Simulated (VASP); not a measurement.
Runs of VASP 6.6.1 on MoAs3. The structure is that of space group Pm-3m (No. 221), or close to it. The cells are those of the table. 

```csv
task,cell,k mesh,cutoff (eV),gap on the mesh (eV),pressure (GPa)
single point,"a = 4.126 Å, 4 atoms",4 × 4 × 4,520,none,(a)
single point,"a = 4.224 Å, 4 atoms",4 × 4 × 4,520,none,-6.5
relaxation of cell and atoms,"relaxed from a = 4.224 Å, 4 atoms",4 × 4 × 4,600,none,0.0
single point,"a = 4.125 Å, 4 atoms",12 × 12 × 12,520,none,0.2
relaxation of cell and atoms,"relaxed from a = 4.126 Å, 4 atoms",12 × 12 × 12,600,none,0.1
```

Alike in all rows: level PBE; potentials or basis VASP PAW PBE potentials, release 64 (Mo_sv, As); no spin polarisation; smearing gaussian 0.1 eV.

**Question.** Estimate the missing entries.

**Answer.** (a) 0.4.

Caveats: some runs use coarse meshes; the relaxation stopped at its first step, so nothing moved (at least some runs).

A k mesh can miss the band edges, and the runs leave out spin-orbit coupling on As, Mo.

A gap of «none» marks levels without a gap at the run's occupations.
